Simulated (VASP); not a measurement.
Here is a VASP 6.6.1 calculation.

Contents of INCAR:

```
SYSTEM = Mg
  PREC = Accurate
  ENCUT = 600
  EDIFF = 1E-6
  ISMEAR = 0
  SIGMA = 0.1
  LREAL = .FALSE.
  LASPH = .TRUE.
  NELM = 120
  ALGO = Normal
  ISIF = 2
  LWAVE = .FALSE.
  LCHARG = .FALSE.
  GGA = PE
  NBANDS = 7
  GGA_COMPAT = .FALSE.
```

Contents of KPOINTS:

```
Automatic mesh
0
G
  6 6 6
  0 0 0
```

Contents of POSCAR:

```
Mg
1.0
   -1.9285338140      1.9285338140      1.9285338140
    1.9285338140     -1.9285338140      1.9285338140
    1.9285338140      1.9285338140     -1.9285338140
Mg
1
Direct
    0.0000000000      0.0000000000      0.0000000000
```

Potentials or basis: VASP PAW PBE potentials, release 64 (Mg).

The run is started by

```console
$ cat potpaw_PBE.64/Mg/POTCAR > POTCAR
$ mpirun -np 1 vasp_std > vasp.out
```

(1) Predict the pressure.

(2) Estimate the band gap on the k mesh.

Answers

(1) -5.1 GPa.

(2) zero (band 1 reaches 4.85 eV, above the bottom of band 2 at 0.62 eV).

Caveat: the k points lie up to 0.38 Å⁻¹ apart; the cell differs from its parent crystal (Ba replaced by Mg, lengths x 0.793, strained).
